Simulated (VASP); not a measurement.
# Mg in VASP: further runs

Mg is run at these levels: PBE; tasks: single point.

Everything below comes from runs of VASP 6.6.1. Logs are shortened: lines on timing, memory, paths and dates and some standing lists are left out, and cuts for length are marked.

## 1. The cell of the first run

The typed cell holds 2 atoms: a = 5.442 Å, b = 5.442 Å, c = 3.144 Å, α = 149.76°, β = 90.00°, γ = 90.00°.

## 2. Single point, PBE

Input file INCAR:

```
SYSTEM = Mg
ALGO = Fast
EDIFF = 1E-6
ENCUT = 520
GGA = PE
ISIF = 2
ISMEAR = 0
LASPH = .True.
LCHARG = .False.
LREAL = .False.
LWAVE = .False.
NBANDS = 9
NELM = 60
PREC = Accurate
SIGMA = 0.1
```

Input file KPOINTS:

```
k-points
0
Gamma
  7 7 22
  0 0 0
```

Input file POSCAR:

```
Mg
1.0
    5.4423086028      0.0000000000      0.0000000000
    0.0000000000      5.4423011227      0.0090231652
    0.0000000000     -2.7185457400      1.5786697749
Mg
2
Direct
    0.2500000000      0.3321266308     -0.0013635617
    0.7500000000      0.6678733692      0.0013635617
```

Potentials or basis: VASP PAW PBE potentials, release 64 (Mg).

Started as:

```console
$ cat potpaw_PBE.64/Mg/POTCAR > POTCAR
$ mpirun -np 1 vasp_std > vasp.out
```

OUTCAR:

```text
SYSTEM = Mg
   EDIFF = 1E-6
   ENCUT = 520
   GGA = PE
   ISIF = 2
   ISMEAR = 0
   LASPH = .True.
   LREAL = .False.
   NELM = 60
   PREC = Accurate

 ion  position               nearest neighbor table
   1  0.250  0.332  0.999-   2 3.27   2 3.27   2 3.27   2 3.27   2 3.28   2 3.28
   2  0.750  0.668  0.001-   1 3.27   1 3.27   1 3.27   1 3.27   1 3.28   1 3.28

  LATTYP: Found a simple monoclinic cell.
 ALAT       =     3.1436744740
 B/A-ratio  =     1.7311934323
 C/A-ratio  =     1.0028758026
 COS(beta)  =    -0.4942141500

  Lattice vectors:

 A1 = (   0.0000000000,  -2.7185457400,   1.5786697749)
 A2 = (   5.4423086028,   0.0000000000,   0.0000000000)
 A3 = (   0.0000000000,   2.7237553827,   1.5876929401)

Analysis of symmetry for initial positions (statically):
=====================================================================
 Subroutine PRICEL returns:
 Original cell was already a primitive cell.

 Routine SETGRP: Setting up the symmetry group for a
 simple monoclinic supercell.

 Subroutine GETGRP returns: Found  4 space group operations
 (whereof  2 operations were pure point group operations)
 out of a pool of  4 trial point group operations.

The static configuration has the point symmetry S_2 .
 The point group associated with its full space group is C_2h.

Analysis of symmetry for dynamics (positions and initial velocities):
=====================================================================
 Subroutine PRICEL returns:
 Original cell was already a primitive cell.

 Routine SETGRP: Setting up the symmetry group for a
 simple monoclinic supercell.

 Subroutine GETGRP returns: Found  4 space group operations
 (whereof  2 operations were pure point group operations)
 out of a pool of  4 trial point group operations.

The dynamic configuration has the point symmetry S_2 .
 The point group associated with its full space group is C_2h.

 Subroutine INISYM returns: Found  4 space group operations
 (whereof  2 operations are pure point group operations),
 and found     1 'primitive' translations

----------------------------------------------------------------------------------------

                                     Primitive cell

  volume of cell :      46.8916

  direct lattice vectors                    reciprocal lattice vectors
     5.442308603  0.000000000  0.000000000     0.183745552  0.000000000  0.000000000
     0.000000000  5.442301123  0.009023165     0.000000000  0.183222685  0.315518330
     0.000000000 -2.718545740  1.578669775     0.000000000 -0.001047242  0.631641298

  length of vectors
     5.442308603  5.442308603  3.143674474     0.183745552  0.364859382  0.631642166

  position of ions in fractional coordinates (direct lattice)
     0.250000000  0.332126631  0.998636438
     0.750000000  0.667873369  0.001363562

  ion indices of the primitive-cell ions
   primitive index   ion index
                 1           1
                 2           2

----------------------------------------------------------------------------------------

 KPOINTS: k-points

Automatic generation of k-mesh.
 Grid dimensions read from file:
 generate k-points for:    7    7   22

 Generating k-lattice:

  Cartesian coordinates                     Fractional coordinates (reciprocal lattice)
     0.026249365  0.000000000  0.000000000     0.142857143  0.000000000  0.000000000
     0.000000000  0.026174669  0.045074047     0.000000000  0.142857143  0.000000000
     0.000000000 -0.000047602  0.028710968     0.000000000 -0.000000000  0.045454545

  Length of vectors
     0.026249365  0.052122769  0.028711008

  Shift w.r.t. Gamma in fractional coordinates (k-lattice)
     0.000000000  0.000000000  0.000000000

 Subroutine IBZKPT returns following result:
 ===========================================

 Found    312 irreducible k-points:

 Following reciprocal coordinates:
            Coordinates               Weight
  0.000000  0.000000  0.000000      1.000000
  0.142857  0.000000  0.000000      2.000000
  0.285714  0.000000  0.000000      2.000000
  0.428571  0.000000  0.000000      2.000000
  0.000000  0.142857  0.000000      2.000000
  0.142857  0.142857  0.000000      4.000000
[... 16 lines left out ...]
  0.285714  0.142857  0.045455      4.000000
  0.428571  0.142857  0.045455      4.000000
 [... further k-points ...]
   k-points           NKPTS =    312   k-points in BZ     NKDIM =    312   number of bands    NBANDS=      9
   number of dos      NEDOS =    301   number of ions     NIONS =      2
   total plane-waves  NPLWV =  38400
   dimension x,y,z NGX =    40 NGY =   40 NGZ =   24
   dimension x,y,z NGXF=    80 NGYF=   80 NGZF=   48
   ions per type =               2
   NGX,Y,Z   is equivalent  to a cutoff of  12.22, 12.22, 12.69 a.u.
   NGXF,Y,Z  is equivalent  to a cutoff of  24.44, 24.44, 25.38 a.u.
 SYSTEM =  Mg
   PREC   = accura    normal or accurate (medium, high low for compatibility)
   ISTART =      0    job   : 0-new  1-cont  2-samecut
   ICHARG =      2    charge: 1-file 2-atom 10-const
   ISPIN  =      1    spin polarized calculation?
   LNONCOLLINEAR =      F non collinear calculations
   LSORBIT =      F    spin-orbit coupling
   LASPH  =      T    aspherical Exc in radial PAW
   ENCUT  =  520.0 eV  38.22 Ry    6.18 a.u.  10.12 10.12  5.85*2*pi/ulx,y,z
   NELM   =     60;   NELMIN=  2; NELMDL= -5     # of ELM steps
   EDIFF  = 0.1E-05   stopping-criterion for ELM
   LREAL  =      F    real-space projection
   EDIFFG = 0.1E-04   stopping-criterion for IOM
   NSW    =      0    number of steps for IOM
   IBRION =     -1    ionic relax: 0-MD 1-quasi-New 2-CG
   NFREE  =      0    steps in history (QN), initial steepest desc. (CG)
   ISIF   =      2    stress and relaxation
   ISYM   =      2    0-nonsym 1-usesym 2-fastsym
   POTIM  = 0.5000    time-step for ionic-motion
   TEBEG  =    0.0;   TEEND  =   0.0 temperature during run
   PSTRESS=    0.0 pullay stress
   NELECT =       4.0000    total number of electrons
   NUPDOWN=      -1.0000    fix difference up-down
   EMIN   =  10.00;   EMAX   =-10.00  energy-range for DOS
   EFERMI =   0.00;   METHOD = LEGACY
   ISMEAR =     0;   SIGMA  =   0.10  broadening in eV -4-tet -1-fermi 0-gaus
   EFERMI_NEDOS =   21; number of points for ismear=-14 and -15
   IALGO  =     68    algorithm
   IMIX   =      4    mixing-type and parameters
     AMIX     =   0.40;   BMIX     =  1.00
     AMIX_MAG =   1.60;   BMIX_MAG =  1.00
  volume/ion in A,a.u.               =      23.45       158.22
  Fermi-wavevector in a.u.,A,eV,Ry     =   0.720659  1.361848  7.066176  0.519349
  Thomas-Fermi vector in A             =   1.810168
   LORBIT       =      0    0 simple, 1 ext, 2 COOP (PROOUT), +10 PAW based schemes
   GGA     = PE    functional components
   LHFCALC =     F    Hartree Fock is set to
   AEXX    =    0.0000 exact exchange contribution
   IVDW    =     0    specifies the selected vdW correction
   LEPSILON=     F    determine dielectric tensor
   LRPA    =     F    only Hartree local field effects (RPA)
 non-spin polarized calculation
 RMM-DIIS sequential band-by-band and
 Gauss-broadening in eV      SIGMA  =   0.10
  energy-cutoff  :      520.00
  volume of cell :       46.89
 maximum number of plane-waves:      1278
   NGX = 21   NGY = 21   NGZ = 11

 number of electron       4.0000000 magnetization

 Free energy of the ion-electron system (eV)
  ---------------------------------------------------
  ext. energy  EPLUGINS =         0.00000000
  ---------------------------------------------------
  free energy    TOTEN  =        -2.99432946 eV

  energy without entropy =       -2.99027869  energy(sigma->0) =       -2.99230407

 E-fermi :   2.5149     XC(G=0):  -8.4250

 val. band max:        2.5071419275   @ k =   0.4286  -0.2857   0.4091
 cond. band min:       2.5180211991   @ k =   0.0000   0.0000   0.3182
 fundamental gap:      0.0108792716
 Fermi energy:         2.5148562494

 k-point     1 :       0.0000    0.0000    0.0000
  band No.  band energies     occupation
      1      -4.3174      2.00000
      2       0.5929      2.00000
      3       0.7303      2.00000
      4      13.5944      0.00000
      5      13.8842      0.00000
      6      14.0762      0.00000
      7      14.1176      0.00000
      8      14.2806      0.00000
      9      15.1177      0.00000

 k-point     2 :       0.1429    0.0000    0.0000
  band No.  band energies     occupation
      1      -4.2135      2.00000
      2      -0.6397      2.00000
      3       2.1458      2.00000
      4      11.9642      0.00000
      5      13.9634      0.00000
      6      14.1552      0.00000
      7      14.1821      0.00000
      8      14.3440      0.00000
      9      16.0484      0.00000

 k-point     3 :       0.2857    0.0000    0.0000
  band No.  band energies     occupation
      1      -3.9024      2.00000
      2      -1.7500      2.00000
      3       3.8045      0.00000
      4       9.7558      0.00000
      5      14.1878      0.00000
      6      14.3628      0.00000
      7      14.3784      0.00000
      8      14.5269      0.00000
      9      16.4574      0.00000

 k-point     4 :       0.4286    0.0000    0.0000
  band No.  band energies     occupation
      1      -3.3859      2.00000
      2      -2.6670      2.00000
      3       5.6341      0.00000
      4       7.6243      0.00000
      5      14.4799      0.00000
      6      14.5600      0.00000
      7      14.6664      0.00000
      8      14.7325      0.00000
      9      15.8919      0.00000
[... 205 lines left out ...]
 k-point    22 :       0.1429    0.1429    0.0455
  band No.  band energies     occupation
      1      -3.2941      2.00000
      2       0.2454      2.00000
      3       2.9991      0.00000
      4       7.8073      0.00000
      5      10.2993      0.00000
      6      11.2037      0.00000
      7      12.6144      0.00000
      8      13.2529      0.00000
      9      13.7908      0.00000

 k-point    23 :       0.2857    0.1429    0.0455
  band No.  band energies     occupation
      1      -2.9858      2.00000
      2      -0.8534      2.00000
      3       4.6266      0.00000
      4       8.0742      0.00000
      5       9.7994      0.00000
      6      10.4203      0.00000
      7      11.3273      0.00000
      8      12.8636      0.00000
      9      13.7213      0.00000

 k-point    24 :       0.4286    0.1429    0.0455
  band No.  band energies     occupation
      1      -2.4740      2.00000
      2      -1.7617      2.00000
      3       6.3970      0.00000
      4       8.1257      0.00000
      5       8.7631      0.00000
      6       9.3017      0.00000
      7      11.4914      0.00000
      8      12.0780      0.00000
      9      14.2218      0.00000

 [... further k-points ...]

------------------------ aborting loop because EDIFF is reached ----------------------------------------

  FORCE on cell =-STRESS in cart. coord.  units (eV):
  Direction    XX          YY          ZZ          XY          YZ          ZX
  --------------------------------------------------------------------------------------
  -------------------------------------------------------------------------------------
  Total       -0.6619589      0.1074189     -0.0345801      0.0000000      0.0008128      0.0000000
  in kB      -22.6175941      3.6702547     -1.1815221      0.0000000      0.0277723      0.0000000
  external PRESSURE =      -6.7096205 kB  Pullay stress =       0.0000000 kB

 VOLUME and BASIS-vectors are now :
 -----------------------------------------------------------------------------
  energy-cutoff  :      520.00
  volume of cell :       46.89
      direct lattice vectors                 reciprocal lattice vectors
     5.442308603  0.000000000  0.000000000     0.183745552  0.000000000  0.000000000
     0.000000000  5.442301123  0.009023165     0.000000000  0.183222685  0.315518330
     0.000000000 -2.718545740  1.578669775     0.000000000 -0.001047242  0.631641298

 POSITION                                       TOTAL-FORCE (eV/Angst)
 -----------------------------------------------------------------------------------
      1.36058     -0.90731      1.57951        -0.000000     -0.000084      0.000140
      4.08173      3.63106      0.00818         0.000000      0.000084     -0.000140
 -----------------------------------------------------------------------------------
    total drift:                               -0.000000     -0.000000      0.000000

  FREE ENERGIE OF THE ION-ELECTRON SYSTEM (eV)
  ---------------------------------------------------
  free  energy   TOTEN  =        -2.9943294605 eV

  energy  without entropy=       -2.9902786884  energy(sigma->0) =       -2.99230407
```

Wall time 83 s (1 thread of Intel Xeon 6975P-C, shared host); peak memory 0.28 GiB.

Results:

```yaml
Free_energy: -2.9943 eV
Pressure: -0.7 GPa
Band_gap_on_the_k_mesh: zero (band 2 reaches 3.52 eV, above the bottom of band 3 at 0.73 eV)
```

Levels at points of the mesh, in eV from the Fermi level:
| k point | band 1 | band 2 | band 3 | band 4 | band 5 |
| --- | --- | --- | --- | --- | --- |
| (0.00, 0.00, 0.00) | -6.83 | -1.92 | -1.78 | 11.08 | 11.37 |
| (0.00, 0.00, 0.50) | -1.92 | -1.84 | 2.63 | 2.86 | 2.95 |

## 3. Single point, PBE

This run uses another cell than the first one, of 23.27 Å³/atom, 0.992 times its volume.

Input file INCAR:

```
SYSTEM = Mg
ALGO = Fast
EDIFF = 1E-6
ENCUT = 520
GGA = PE
ISIF = 2
ISMEAR = 0
ISYM = 0
LASPH = .TRUE.
LCHARG = .TRUE.
LELF = .TRUE.
LREAL = .FALSE.
LVHAR = .TRUE.
LWAVE = .FALSE.
NBANDS = 9
NELM = 100
PREC = Accurate
SIGMA = 0.1
```

Input file KPOINTS:

```
k-points
0
G
  7 7 22
  0 0 0
```

Input file POSCAR:

```
Mg
1.0
    5.4423086028      0.0000000000      0.0000000000
    0.0000000000      5.4423086028      0.0000000000
    0.0000000000     -2.7211543014      1.5710941116
Mg
2
Direct
    0.2500000000      0.3333333333      0.0000000000
    0.7500000000      0.6666666667      0.0000000000
```

Potentials or basis: VASP PAW PBE potentials, release 64 (Mg).

Started as:

```console
$ cat potpaw_PBE.64/Mg/POTCAR > POTCAR
$ mpirun -np 1 vasp_std > vasp.out
```

Run time: 2.8 min. Hardware: 1 thread of Intel Xeon 6975P-C, shared host; peak memory 0.36 GiB.

The run converged. Its results:

```
Free energy            : -2.9940 eV
Pressure               : -0.4 GPa
Band gap on the k mesh : zero (band 2 reaches 3.58 eV, above the bottom of band 3 at 0.73 eV)
```

Stress tensor (GPa, compression positive):
```
-2.08  0.00  0.00
 0.00  0.52  0.09
 0.00  0.09  0.39
```

Levels at points of the mesh, in eV from the Fermi level:
| k point | band 1 | band 2 | band 3 | band 4 | band 5 | band 6 |
| --- | --- | --- | --- | --- | --- | --- |
| (0.00, 0.00, 0.00) | -6.86 | -1.95 | -1.82 | 11.07 | 11.56 | 11.56 |
| (0.00, 0.00, 0.50) | -1.95 | -1.87 | 2.60 | 2.83 | 2.92 | 3.39 |

## 4. Single point, PBE

Input file INCAR:

```
SYSTEM = Mg
PREC = Accurate
ENCUT = 520
EDIFF = 1E-7
ISMEAR = 0
SIGMA = 0.1
LREAL = .FALSE.
LASPH = .TRUE.
NELM = 100
ALGO = Fast
ISIF = 2
LWAVE = .FALSE.
LCHARG = .TRUE.
GGA = PE
LELF = .TRUE.
LVHAR = .TRUE.
NBANDS = 9
ISYM = 0
```

Input file KPOINTS:

```
regular mesh
0
G
  7 7 22
  0 0 0
```

Input file POSCAR:

```
Mg
1.0
    5.4423086028      0.0000000000      0.0000000000
    0.0000000000      5.4423011227      0.0090231652
    0.0000000000     -2.7185457400      1.5786697749
Mg
2
Direct
    0.2500000000      0.3321266308     -0.0013635617
    0.7500000000      0.6678733692      0.0013635617
```

Started as:

```console
$ cat potpaw_PBE.64/Mg/POTCAR > POTCAR
$ mpirun -np 1 vasp_std > vasp.out
```

Run time: 3.4 min. Hardware: 1 thread of Intel Xeon 6975P-C, shared host; peak memory 0.36 GiB.

The run converged. Its results:

* Free energy: -2.9943 eV
* Pressure: -0.7 GPa
* Band gap on the k mesh: zero (band 2 reaches 3.52 eV, above the bottom of band 3 at 0.73 eV)

Stress tensor (GPa, compression positive):
```
-2.26  0.00  0.00
 0.00  0.37  0.00
 0.00  0.00 -0.12
```

Levels at points of the mesh, in eV from the Fermi level:
```csv
k point,band 1,band 2,band 3,band 4,band 5
"(0.00, 0.00, 0.00)",-6.83,-1.92,-1.78,11.08,11.37
"(0.00, 0.00, 0.50)",-1.92,-1.84,2.63,2.86,2.95
```
